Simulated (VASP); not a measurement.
## BaS: electric field gradients with PBE

Crystal: BaS.

```
CELL_PARAMETERS angstrom
0.00000 3.13961 3.13961
3.13961 0.00000 3.13961
3.13961 3.13961 0.00000
ATOMIC_POSITIONS crystal
Ba 0.00000 0.00000 0.00000
S 0.50000 0.50000 0.50000
```

| Quantity | Value |
| --- | --- |
| Program | VASP 6.6.1 |
| Task | electric field gradients |
| Functional | PBE |
| Potentials or basis | VASP PAW PBE potentials, release 64 (Ba_sv, S) |
| Cutoff | 520 eV |
| k mesh | 8 × 8 × 8 |
| Occupations | fermi-dirac, width 0.02 eV |
| Spin | no spin polarisation |
| Dipole correction | no |
| Further INCAR settings | ALGO = Normal; EDIFF = 1e-08; NBANDS = 15 |

* Pressure: 4.2 GPa
* Band gap on the k mesh: 2.01 eV (least direct gap 2.12 eV)
* Largest electric field gradient by atom: under 0.05 V/Å² on every atom

Levels at points of the mesh, in eV from the valence-band top:
```
           k point  band 4  band 5  band 6  band 7  band 8  band 9  band 10  band 11  band 12  band 13
(0.00, 0.00, 0.00)  -10.97  -10.44    0.00    0.00    0.00    3.86     3.87     3.87     3.87     4.85
(0.50, 0.00, 0.00)  -11.01   -8.95   -2.05   -1.19   -1.19    5.72     5.85     6.50     6.50     9.12
(0.50, 0.50, 0.00)  -11.20  -10.36   -0.46   -0.11   -0.11    2.01     6.06     6.35     7.77     7.77
```

It took 32 s on 1 thread of Intel(R) Xeon(R) Platinum 8259CL CPU @ 2.50GHz (Skylake/Cascade Lake), with other jobs on the host, peak memory 0.21 GiB.

Caveat: the cell stands under pressure; spin-orbit coupling is left out, which moves the levels of the heavy elements. A k mesh can miss the band edges.
